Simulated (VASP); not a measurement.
# GaSb (F-43m) in VASP: notebook

GaSb is run at these levels: BHLYP, B3LYP, BLYP+D4; tasks: single point.

All numbers are computed with VASP 6.6.1; they aren't measurements. Logs are shortened: lines on timing, memory, paths and dates and some standing lists are left out, and cuts for length are marked.

## Step 1: The cell of the first run

The structure is cubic, space group F-43m (No. 216). The conventional cell has a = 6.077 Å, b = 6.077 Å, c = 6.077 Å, α = 90.00°, β = 90.00°, γ = 90.00°. Sb (site symmetry -43m) has 4 Ga at 2.63 Å within 3.5 Å. Ga (site symmetry -43m) has 4 Sb at 2.63 Å within 3.5 Å.

## Step 2: Single point, BHLYP

Contents of POSCAR:

```
GaSb
1.0
    0.0000000000      3.0384691801      3.0384691801
    3.0384691801      0.0000000000      3.0384691801
    3.0384691801      3.0384691801      0.0000000000
Sb Ga
1 1
Direct
    0.7500000000      0.7500000000      0.7500000000
    0.0000000000      0.0000000000      0.0000000000
```

Contents of INCAR.step1:

```
ALGO     = Normal         # electronic algorithm
EDIFF    = 1E-5           # SCF threshold, eV
ENCUT    = 400            # plane-wave cutoff, eV
GGA      = PE             # functional
GGA_COMPAT= F            
ISIF     = 2              # what is computed and relaxed
ISMEAR   = -1             # smearing method
LASPH    = T              # aspherical terms in the spheres
LCHARG   = F              # write CHGCAR
LREAL    = F              # projectors in reciprocal space
LWAVE    = T              # write WAVECAR
NBANDS   = 21             # bands
NELM     = 120            # most SCF steps
PREC     = Accurate       # precision mode
SIGMA    = 0.05           # smearing width, eV
```

Contents of INCAR.step2:

```
AEXX     = 0.5            # exact-exchange fraction
AGGAC    = 1.0          
AGGAX    = 0.5          
ALDAC    = 0.0          
ALDAX    = 0.5          
ALGO     = Normal         # electronic algorithm
EDIFF    = 1E-6           # SCF threshold, eV
ENCUT    = 400            # plane-wave cutoff, eV
GGA      = B5             # functional
GGA_COMPAT= F            
ISIF     = 2              # what is computed and relaxed
ISMEAR   = -1             # smearing method
ISTART   = 1            
LASPH    = T              # aspherical terms in the spheres
LCHARG   = F              # write CHGCAR
LHFCALC  = T              # exact exchange
LREAL    = F              # projectors in reciprocal space
LWAVE    = F              # write WAVECAR
NBANDS   = 21             # bands
NELM     = 120            # most SCF steps
PREC     = Accurate       # precision mode
PRECFOCK = Normal       
SIGMA    = 0.05           # smearing width, eV
```

Contents of KPOINTS:

```
k-points
0
Gamma
  4 4 4
```

Potentials or basis: VASP PAW PBE potentials, release 64 (Sb_d_GW, Ga_d).

Launch:

```console
cat potpaw_PBE.64/Sb_d_GW/POTCAR potpaw_PBE.64/Ga_d/POTCAR > POTCAR
cp INCAR.step1 INCAR
mpirun -np 1 vasp_std > vasp.out
cp INCAR.step2 INCAR
mpirun -np 1 vasp_std > vasp.out
```

OUTCAR:

```text
AEXX = 0.5
   EDIFF = 1E-6
   ENCUT = 400
   GGA = B5
   ISIF = 2
   ISMEAR = -1
   ISTART = 1
   LASPH = T
   LHFCALC = T
   LREAL = F
   NELM = 120
   PREC = Accurate
   PRECFOCK = Normal

 ion  position               nearest neighbor table
   1  0.750  0.750  0.750-   2 2.63   2 2.63   2 2.63   2 2.63
   2  0.000  0.000  0.000-   1 2.63   1 2.63   1 2.63   1 2.63

  LATTYP: Found a face centered cubic cell.
 ALAT       =     6.0769383602

  Lattice vectors:

 A1 = (   0.0000000000,   3.0384691801,   3.0384691801)
 A2 = (   3.0384691801,   0.0000000000,   3.0384691801)
 A3 = (   3.0384691801,   3.0384691801,   0.0000000000)

Analysis of symmetry for initial positions (statically):
=====================================================================
 Subroutine PRICEL returns:
 Original cell was already a primitive cell.

 Routine SETGRP: Setting up the symmetry group for a
 face centered cubic supercell.

 Subroutine GETGRP returns: Found 24 space group operations
 (whereof 24 operations were pure point group operations)
 out of a pool of 48 trial point group operations.

The static configuration has the point symmetry T_d .

Analysis of symmetry for dynamics (positions and initial velocities):
=====================================================================
 Subroutine PRICEL returns:
 Original cell was already a primitive cell.

 Routine SETGRP: Setting up the symmetry group for a
 face centered cubic supercell.

 Subroutine GETGRP returns: Found 24 space group operations
 (whereof 24 operations were pure point group operations)
 out of a pool of 48 trial point group operations.

The dynamic configuration has the point symmetry T_d .

 Subroutine INISYM returns: Found 24 space group operations
 (whereof 24 operations are pure point group operations),
 and found     1 'primitive' translations

----------------------------------------------------------------------------------------

                                     Primitive cell

  volume of cell :      56.1041

  direct lattice vectors                    reciprocal lattice vectors
     0.000000000  3.038469180  3.038469180    -0.164556548  0.164556548  0.164556548
     3.038469180  0.000000000  3.038469180     0.164556548 -0.164556548  0.164556548
[... 68 lines left out ...]
   EDIFF  = 0.1E-05   stopping-criterion for ELM
   LREAL  =      F    real-space projection
   EDIFFG = 0.1E-04   stopping-criterion for IOM
   NSW    =      0    number of steps for IOM
   IBRION =     -1    ionic relax: 0-MD 1-quasi-New 2-CG
   NFREE  =      0    steps in history (QN), initial steepest desc. (CG)
   ISIF   =      2    stress and relaxation
   ISYM   =      3    0-nonsym 1-usesym 2-fastsym
   POTIM  = 0.5000    time-step for ionic-motion
   TEBEG  =    0.0;   TEEND  =   0.0 temperature during run
   PSTRESS=    0.0 pullay stress
   NELECT =      28.0000    total number of electrons
   NUPDOWN=      -1.0000    fix difference up-down
   EMIN   =  10.00;   EMAX   =-10.00  energy-range for DOS
   EFERMI =   0.00;   METHOD = LEGACY
   ISMEAR =    -1;   SIGMA  =   0.05  broadening in eV -4-tet -1-fermi 0-gaus
   EFERMI_NEDOS =   21; number of points for ismear=-14 and -15
   IALGO  =     38    algorithm
   IMIX   =      1    mixing-type and parameters
     AMIX     =   0.40;   BMIX     =  1.00
     AMIX_MAG =   1.60;   BMIX_MAG =  1.00
  volume/ion in A,a.u.               =      28.05       189.30
  Fermi-wavevector in a.u.,A,eV,Ry     =   1.298562  2.453926 22.943003  1.686263
  Thomas-Fermi vector in A             =   2.429882
   LORBIT       =      0    0 simple, 1 ext, 2 COOP (PROOUT), +10 PAW based schemes
   GGA     = B5    functional components
   LHFCALC =     T    Hartree Fock is set to
   PRECFOCK=normal    Normal, Fast or Accurate (Low or Medium for compatibility)
   ENCUT4O =  -1.0   cutoff for four orbital integrals eV
   NKREDX  =     1    reduce k-point grid by
   NKREDY  =     1    reduce k-point grid by
   NKREDZ  =     1    reduce k-point grid by
   AEXX    =    0.5000 exact exchange contribution
   HFSCREEN=    0.0000 screening length (either q_TF or 0.3 A-1)
   HFSCREENC=   0.0000 screening length for correlation (either q_TF or 0.3 A-1)
   ENCUTFOCK=  -1.0 apply spherical cutoff to Coloumb kernel
   IVDW    =     0    specifies the selected vdW correction
   LEPSILON=     F    determine dielectric tensor
   LRPA    =     F    only Hartree local field effects (RPA)
 non-spin polarized calculation
  energy-cutoff  :      400.00
  volume of cell :       56.10
 maximum number of plane-waves:      1036
  NGX = 24; NGY = 24; NGZ = 24

 number of electron      28.0000010 magnetization

 Free energy of the ion-electron system (eV)
  ---------------------------------------------------
  ext. energy  EPLUGINS =         0.00000000
  ---------------------------------------------------
  free energy    TOTEN  =       -10.61207607 eV

  energy without entropy =      -10.61207607  energy(sigma->0) =      -10.61207607

 E-fermi :   4.0393     XC(G=0):  -4.9055

 val. band max:        3.0021327793   @ k =   0.0000   0.0000   0.0000
 cond. band min:       6.2587777892   @ k =   0.0000   0.0000   0.0000
 fundamental gap:      3.2566450099
 Fermi energy:         4.0393468914

 k-point     1 :       0.0000    0.0000    0.0000
  band No.  band energies     occupation
      1     -30.1627      2.00000
      2     -30.1627      2.00000
      3     -30.1627      2.00000
      4     -30.1313      2.00000
      5     -30.1313      2.00000
      6     -17.5002      2.00000
[... 181 lines left out ...]
     20      17.2165      0.00000
     21      18.3275      0.00000

------------------------ aborting loop because EDIFF is reached ----------------------------------------

  FORCE on cell =-STRESS in cart. coord.  units (eV):
  Direction    XX          YY          ZZ          XY          YZ          ZX
  --------------------------------------------------------------------------------------
  -------------------------------------------------------------------------------------
  Total        0.8948344      0.8948344      0.8948344     -0.0000000      0.0000000     -0.0000000
  in kB       25.5539930     25.5539930     25.5539930     -0.0000000      0.0000000     -0.0000000
  external PRESSURE =      25.5539930 kB  Pullay stress =       0.0000000 kB

 VOLUME and BASIS-vectors are now :
 -----------------------------------------------------------------------------
  energy-cutoff  :      400.00
  volume of cell :       56.10
      direct lattice vectors                 reciprocal lattice vectors
     0.000000000  3.038469180  3.038469180    -0.164556548  0.164556548  0.164556548
     3.038469180  0.000000000  3.038469180     0.164556548 -0.164556548  0.164556548
     3.038469180  3.038469180  0.000000000     0.164556548  0.164556548 -0.164556548

 POSITION                                       TOTAL-FORCE (eV/Angst)
 -----------------------------------------------------------------------------------
      4.55770      4.55770      4.55770         0.000000      0.000000      0.000000
      0.00000      0.00000      0.00000        -0.000000     -0.000000     -0.000000
 -----------------------------------------------------------------------------------
    total drift:                                0.000042     -0.000047      0.000018

  FREE ENERGIE OF THE ION-ELECTRON SYSTEM (eV)
  ---------------------------------------------------
  free  energy   TOTEN  =       -10.6120760695 eV

  energy  without entropy=      -10.6120760694  energy(sigma->0) =      -10.61207607
```

OUTCAR.step1:

```text
EDIFF = 1E-5
   ENCUT = 400
   GGA = PE
   ISIF = 2
   ISMEAR = -1
[... 393 lines left out ...]
 -----------------------------------------------------------------------------------
      4.55770      4.55770      4.55770         0.000000      0.000000      0.000000
      0.00000      0.00000      0.00000        -0.000000     -0.000000     -0.000000
 -----------------------------------------------------------------------------------
    total drift:                                0.000002      0.000002      0.000002

  FREE ENERGIE OF THE ION-ELECTRON SYSTEM (eV)
  ---------------------------------------------------
  free  energy   TOTEN  =        -7.1514185018 eV

  energy  without entropy=       -7.1490572116  energy(sigma->0) =       -7.15023786
```

Wall time 9.1 min (1 thread of Intel Xeon 6975P-C (Granite Rapids), shared host); peak memory 0.18 GiB.

What came out:

| Item | Value |
| --- | --- |
| Free energy | -10.6121 eV |
| Pressure | 2.6 GPa |
| Band gap on the k mesh | 3.26 eV |

Caveat: the k points lie up to 0.45 Å⁻¹ apart; the PAW data sets were made with another functional, which shifts forces and pressure a little; spin-orbit coupling is left out, which moves the levels of the heavy elements. A k mesh can miss the band edges.

## Step 3: Single point, B3LYP

This run uses another cell than the first one, of 27.48 Å³/atom.

Contents of POSCAR:

```
GaSb
1.0
    0.0000000000      3.0176570942      3.0176570942
    3.0176570942      0.0000000000      3.0176570942
    3.0176570942      3.0176570942      0.0000000000
Sb Ga
1 1
Direct
    0.7500000000      0.7500000000      0.7500000000
    0.0000000000      0.0000000000      0.0000000000
```

Contents of INCAR.step1:

```
PREC = Accurate ; ENCUT = 400
EDIFF = 1E-5 ; ISMEAR = -1
SIGMA = 0.05 ; LREAL = F
LASPH = T ; NELM = 120
ALGO = Normal ; ISIF = 2
LWAVE = T ; LCHARG = F
GGA = PE ; NBANDS = 21
GGA_COMPAT = F
```

Contents of INCAR.step2:

```
PREC = Accurate ; ENCUT = 400
EDIFF = 1E-6 ; ISMEAR = -1
SIGMA = 0.05 ; LREAL = F
LASPH = T ; NELM = 120
ALGO = Normal ; ISIF = 2
LWAVE = F ; LCHARG = F
GGA = B3 ; LHFCALC = T
AEXX = 0.2 ; AGGAX = 0.72
AGGAC = 0.81 ; ALDAC = 0.19
PRECFOCK = Normal ; ISTART = 1
NBANDS = 21 ; GGA_COMPAT = F
```

Contents of KPOINTS:

```
Automatic mesh
0
Gamma
  4 4 4
```

Potentials or basis: VASP PAW PBE potentials, release 64 (Sb_d_GW, Ga_d).

Launch:

```console
cat potpaw_PBE.64/Sb_d_GW/POTCAR potpaw_PBE.64/Ga_d/POTCAR > POTCAR
cp INCAR.step1 INCAR
mpirun -np 1 vasp_std > vasp.out
cp INCAR.step2 INCAR
mpirun -np 1 vasp_std > vasp.out
```

Wall time 11 min (1 thread of Intel Xeon Platinum 8488C (Sapphire Rapids), shared host); peak memory 0.18 GiB.

Results (log left out):

| Item | Value |
| --- | --- |
| Free energy | -7.8011 eV |
| Pressure | 5.7 GPa |
| Band gap on the k mesh | 1.41 eV |

Levels at points of the mesh, in eV from the valence-band top:
```tsv
k point	band 12	band 13	band 14	band 15	band 16	band 17
(0.00, 0.00, 0.00)	0.00	0.00	0.00	1.41	3.92	3.92
(0.50, 0.00, 0.00)	-7.07	-1.30	-1.30	1.57	4.99	4.99
(0.50, 0.50, 0.00)	-7.56	-2.89	-2.89	1.97	2.32	10.50
```

Caveat: the k points lie up to 0.45 Å⁻¹ apart; the PAW data sets were made with another functional, which shifts forces and pressure a little; spin-orbit coupling is left out, which moves the levels of the heavy elements.

(Part 1 of 2 ends here.)

The gap in the log of VASP goes by the Fermi energy; the results here count the filled bands.